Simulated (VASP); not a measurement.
Here is a VASP 6.6.1 calculation.

INCAR

```
SYSTEM = Ir
PREC = Accurate
ENCUT = 500
EDIFF = 1E-6
ISMEAR = 0
SIGMA = 0.019000000000000003
LREAL = .FALSE.
LASPH = .TRUE.
NELM = 120
ALGO = Normal
ISIF = 2
LWAVE = .FALSE.
LCHARG = .FALSE.
GGA = PE
NBANDS = 10
GGA_COMPAT = .FALSE.
```

Contents of KPOINTS:

```
Automatic mesh
0
G
  12 12 12
  0 0 0
```

The input POSCAR:

```
Ir
1.0
    0.0000000000      1.9156000000      1.9156000000
    1.9156000000      0.0000000000      1.9156000000
    1.9156000000      1.9156000000      0.0000000000
Ir
1
Direct
    0.0000000000      0.0000000000      0.0000000000
```

Potentials or basis: VASP PAW PBE potentials, release 64 (Ir).

Command:

```console
$ cat potpaw_PBE.64/Ir/POTCAR > POTCAR
$ mpirun -np 1 vasp_std > vasp.out
```

Problem. What does it give for the pressure?

Solution. 11.7 GPa.
